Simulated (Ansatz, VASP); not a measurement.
Te2Mo: VASP beside Ansatz

File INCAR:

```
SYSTEM = Te2Mo
PREC = Accurate ; ENCUT = 520
EDIFF = 1E-6 ; ISMEAR = 0
SIGMA = 0.05 ; LREAL = .FALSE.
LASPH = .TRUE. ; NELM = 60
ALGO = Normal ; ISIF = 2
LWAVE = .FALSE. ; LCHARG = .TRUE.
GGA = PE ; IVDW = 12
LELF = .TRUE. ; LVHAR = .TRUE.
NBANDS = 20
```

File KPOINTS:

```
Automatic mesh
0
G
  9 9 4
  0 0 0
```

File POSCAR:

```
Te2Mo
1.0
    3.6174889149      0.0000000000      0.0000000000
   -1.8087444575      3.1328372982      0.0000000000
    0.0000000000      0.0000000000      7.0908358394
Te Mo
2 1
Direct
    0.3162696480      0.6325392959      0.7614144829
    0.3503970187      0.7007940374      0.2385855171
    0.0000000000      0.0000000000      0.0000000000
```

Input for Ansatz:

```yaml
crystal:
  lattice:
    - [3.6174889149, 0.0, 0.0]
    - [-1.8087444575, 3.1328372982, 0.0]
    - [0.0, 0.0, 7.0908358394]
  atoms:
    - { symbol: Te, position: [0.316269648, 0.6325392959, 0.7614144829] }
    - { symbol: Te, position: [0.3503970187, 0.7007940374, 0.2385855171] }
    - { symbol: Mo, position: [0.0, 0.0, 0.0] }
basis:
  ecutwfc: 420
kpoints:
  mp_grid: { grid: [9, 9, 4] }
hamiltonian:
  xc: pbe
  dispersion: d3bj
scf:
  occupations: { method: gaussian, width: 0.05 }
output:
  forces: true
  stress: true
  eigenvalues: true
```

Change from the starting cell: mode 5 frozen in at -0.103 Å, strain +e along z and -e/2 along x and y -0.0700.

Alike in both runs: task single point; functional PBE; dispersion D3(BJ); k mesh 9 × 9 × 4; occupations gaussian, width 0.05 eV; no spin polarisation.

```csv
,VASP,Ansatz
version,VASP 6.6.1,Ansatz 0.2.0
potentials or method,"VASP PAW PBE potentials, release 64 (Te, Mo_sv), cutoff 520 eV","scalar-relativistic, plane waves, PAW"
valence electrons in the cell,26,46
```

VASP gave:

* gap on the k mesh at the Fermi level (eV): 0.20
* least direct gap on the mesh (eV): 0.77
* pressure (GPa): 2.8
* traceless stress, the component that is largest in VASP (GPa): 7.92
* rms of the force components (eV/Å): 0.668

Task: Which values does Ansatz return?

Result: gap on the k mesh at the Fermi level (eV): 0.21; least direct gap on the mesh (eV): 0.77; pressure (GPa): 2.8; traceless stress, the component that is largest in VASP (GPa): 7.85; rms of the force components (eV/Å): 0.660.

Atom by atom the forces differ by 0.010 eV/Å (rms over components). VASP's potentials hold 26 valence electrons a cell and Ansatz's 46, so a difference there can come from the potentials and not from the codes.

Spin-orbit coupling is off throughout.
